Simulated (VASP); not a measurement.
Runs of VASP 6.6.1 on Cu. The structure is that of space group Fm-3m (No. 225), or close to it. The cells are those of the table. 

```tsv
task	potentials or basis	cell	cutoff (eV)	smearing	second run	gap on the mesh (eV)	pressure (GPa)	relaxed volume (Å³/atom)
relaxation of cell and atoms	VASP PAW LDA potentials, release 64 (Cu)	relaxed from a = 2.489 Å, angles 60.0°, 1 atom	600	gaussian 0.1 eV	-	none	0.0	10.95
single point	VASP PAW LDA potentials, release 64 (Cu)	a = 2.488 Å, angles 60.0°, 1 atom	520	gaussian 0.1 eV	-	none	0.9	-
single point	VASP PAW LDA potentials, release 64 (Cu_sv_GW)	a = 2.488 Å, angles 60.0°, 1 atom	700	fermi-dirac 0.15 eV	valence_matched	none	-4.3	-
relaxation of cell and atoms	VASP PAW LDA potentials, release 64 (Cu)	relaxed from a = 2.488 Å, angles 60.0°, 1 atom	600	fermi-dirac 0.15 eV	-	none	0.0	10.95
single point	VASP PAW LDA potentials, release 64 (Cu)	a = 2.488 Å, angles 60.0°, 1 atom	520	fermi-dirac 0.15 eV	-	none	(a)	-
```

Alike in all rows: level LDA; no spin polarisation; k mesh 16 × 16 × 16.

Estimate the missing entries.

(a) 1.2.

A gap of «none» marks levels without a gap at the run's occupations.

The runs don't all hold the same shells in valence.
